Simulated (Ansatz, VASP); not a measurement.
**Two plane-wave programs on W**

Contents of INCAR:

```
SYSTEM = W
ALGO     = Normal         ! electronic algorithm
EDIFF    = 1E-6           ! SCF threshold, eV
ENCUT    = 520            ! plane-wave cutoff, eV
GGA      = CA             ! functional
ISIF     = 2              ! what is computed and relaxed
ISMEAR   = -1             ! smearing method
LASPH    = .TRUE.         ! aspherical terms in the spheres
LCHARG   = .FALSE.        ! write CHGCAR
LREAL    = .FALSE.        ! projectors in reciprocal space
LWAVE    = .FALSE.        ! write WAVECAR
NBANDS   = 13             ! bands
NELM     = 60             ! most SCF steps
PREC     = Accurate       ! precision mode
SIGMA    = 0.1            ! smearing width, eV
```

File KPOINTS:

```
k-points
0
G
  23 23 23
  0 0 0
```

Contents of POSCAR:

```
W
1.0
   -1.5676867250      1.5676867250      1.5676867250
    1.5676867250     -1.5676867250      1.5676867250
    1.5676867250      1.5676867250     -1.5676867250
W
1
Direct
    0.0000000000      0.0000000000      0.0000000000
```

Input for Ansatz:

```yaml
crystal:
  lattice:
    - [-1.567686725, 1.567686725, 1.567686725]
    - [1.567686725, -1.567686725, 1.567686725]
    - [1.567686725, 1.567686725, -1.567686725]
  atoms:
    - { symbol: W, position: [0.0, 0.0, 0.0] }
hamiltonian:
  xc: lda
  pseudopotentials:
    kind: paw
    azcp:
      W: "pseudopotentials/W.paw.azcp"
basis:
  ecutwfc: 420
  fft_grid_basis: typed
kpoints:
  mp_grid: { grid: [23, 23, 23], shift: [0, 0, 0] }
magnetization:
  spin_polarized: false
scf:
  occupations: { method: fermi_dirac, width: 0.1 }
  lower_state_search: "off"
output:
  stress: true
  write_density: true
  write_potential: true
  elf: true
  volumetric_format: npy
```

Alike in both runs: task single point; functional LDA; k mesh 23 × 23 × 23; occupations fermi-dirac, width 0.1 eV; no spin polarisation.

|  | VASP | Ansatz |
| --- | --- | --- |
| version | VASP 6.6.1 | Ansatz 0.2.0 |
| potentials or method | VASP PAW LDA potentials, release 64 (W_sv), cutoff 520 eV | plane waves (420 eV) with PAW, scalar-relativistic |
| valence electrons in the cell | 14 | 14 |

```csv
,VASP,Ansatz,Ansatz less VASP
pressure (GPa),1.9,-0.1,-1.96
```

Ansatz warns that its potentials were made for another functional, while VASP's fit it. LDA's correlation is that of Perdew and Zunger in VASP and of Perdew and Wang (1992) in Ansatz.

Spin-orbit coupling is off throughout.
